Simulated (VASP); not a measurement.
The system is CaO (Lime).

```xyz
2
Lattice="0.0000 2.3975 2.3975 2.3975 0.0000 2.3975 2.3975 2.3975 0.0000" Properties=species:S:1:pos:R:3 pbc="T T T"
Ca    0.0000    0.0000    0.0000
O     2.3975    2.3975    2.3975
```

Base run:

```yaml
Program: VASP 6.6.1
Functional: PBE
Potentials_or_basis: VASP PAW PBE potentials, release 64 (Ca_sv, O)
Cutoff: 520 eV
k_mesh: 6 × 6 × 6
Occupations: gaussian, width 0.01 eV
Spin: no spin polarisation
```

Its results: band gap on the k mesh 3.63 eV, indirect (least direct gap 4.01 eV); pressure 3.1 GPa.

Problem. The run is repeated on the same cell with these changes: functional from PBE to r2SCAN; k mesh from 6 × 6 × 6 to 10 × 10 × 10. What comes out?

Solution. Band gap on the k mesh 4.19 eV, indirect (least direct gap 4.56 eV); pressure 1.1 GPa.

Several settings changed at once, so the effect can't be laid on one alone.

Caveats: the PAW data sets were made with another functional, which shifts forces and pressure a little (some runs).

A k mesh can miss the band edges.
